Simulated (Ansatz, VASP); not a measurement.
# One calculation of Ga, two programs

```xyz
4
Lattice="2.2615 -3.8305 0.0000 2.2615 3.8305 0.0000 0.0000 0.0000 4.5240" Properties=species:S:1:pos:R:3 pbc="T T T"
Ga    2.2615   -2.6438    0.3664
Ga    2.2615   -1.1867    2.6284
Ga    2.2615    2.6438    4.1576
Ga    2.2615    1.1867    1.8956
```

Alike in both runs: task single point; functional PBE; k mesh 6 × 6 × 4; occupations gaussian, width 0.1 eV; no spin polarisation.

```csv
,VASP,Ansatz
version,VASP 6.6.1,Ansatz 0.2.0
potentials or method,"VASP PAW PBE potentials, release 64 (Ga_d), cutoff 520 eV","scalar-relativistic, plane waves, PAW"
valence electrons in the cell,52,52
```

```tsv
	VASP	Ansatz	Ansatz less VASP
gap on the k mesh at the Fermi level (eV)	none	none	-
pressure (GPa)	2.1	1.9	-0.14
traceless stress, the component that is largest in VASP (GPa)	-0.55	-0.53	+0.011
rms of the force components (eV/Å)	0.076	0.077	+0.0013
```

Atom by atom the forces differ by 0.001 eV/Å (rms over components). A gap of «none» marks a metal or a gap that the smearing closes. With one functional, cell and mesh, what is left measures potentials, basis and numerics.
